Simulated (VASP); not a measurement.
A run of VASP 6.6.1 is set up as follows.

Contents of INCAR:

```
ALGO = Normal
EDIFF = 1E-6
ENCUT = 520
GGA = PS
ISIF = 2
ISMEAR = -1
LASPH = True
LCHARG = True
LELF = True
LREAL = False
LVHAR = True
LWAVE = False
NBANDS = 16
NELM = 80
PREC = Accurate
SIGMA = 0.05
```

KPOINTS

```
k-points
0
Gamma
  10 10 6
```

File POSCAR:

```
AlN
1.0
    3.0494515564      0.0000000000      0.0000000000
   -1.5247257782      2.6409025155      0.0000000000
    0.0000000000      0.0000000000      4.8793184075
Al N
2 2
Direct
    0.6666666667      0.3333333333      0.5000000000
    0.3333333333      0.6666666667      0.0000000000
    0.6666666667      0.3333333333      0.8800000000
    0.3333333333      0.6666666667      0.3800000000
```

Potentials or basis: VASP PAW PBE potentials, release 64 (Al, N).

Run with:

```bash
$ cat potpaw_PBE.64/Al/POTCAR potpaw_PBE.64/N/POTCAR > POTCAR
$ mpirun -np 1 vasp_std > vasp.out
```

(1) Predict the largest force.

(2) Estimate the pressure.

Answers

(1) 0.183 eV/Å.

(2) 14.4 GPa.

Caveat: the PAW data sets were made with another functional, which shifts forces and pressure a little.
